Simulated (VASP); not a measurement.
A run of VASP 6.6.1:

INCAR

```
SYSTEM = CdSe
PREC     = Accurate       ! precision mode
ENCUT    = 520            ! plane-wave cutoff, eV
EDIFF    = 1E-7           ! SCF threshold, eV
ISMEAR   = -1             ! smearing method
SIGMA    = 0.05           ! smearing width, eV
LREAL    = .FALSE.        ! projectors in reciprocal space
LASPH    = .TRUE.         ! aspherical terms in the spheres
NELM     = 60             ! most SCF steps
ALGO     = Normal         ! electronic algorithm
ISIF     = 2              ! what is computed and relaxed
LWAVE    = .FALSE.        ! write WAVECAR
LCHARG   = .FALSE.        ! write CHGCAR
GGA      = RP             ! functional
IVDW     = 13             ! dispersion correction
NBANDS   = 26             ! bands
```

Contents of KPOINTS:

```
regular mesh
0
G
  7 7 4
  0 0 0
```

POSCAR

```
CdSe
1.0
    4.2122202675      0.0000000000      0.0000000000
   -2.1061101337      3.6478897580      0.0000000000
    0.0000000000      0.0000000000      6.8766944832
Cd Se
2 2
Direct
    0.6666666667      0.3333333333      0.5000000000
    0.3333333333      0.6666666667      0.0000000000
    0.6666666667      0.3333333333      0.8850000000
    0.3333333333      0.6666666667      0.3850000000
```

Potentials or basis: VASP PAW PBE potentials, release 64 (Cd, Se).

The run is started by

```sh
$ cat potpaw_PBE.64/Cd/POTCAR potpaw_PBE.64/Se/POTCAR > POTCAR
$ mpirun -np 1 vasp_std > vasp.out
```

Hardware: 1 thread of Intel(R) Xeon(R) 6975P-C (Granite Rapids), with other jobs on the host.

**Question.** How long does it take, and how much memory?

**Answer.** Run time: 34 s on 1 thread of Intel(R) Xeon(R) 6975P-C (Granite Rapids) (shared host), peak memory 0.25 GiB. Counts: scf iterations 16, k points 24.
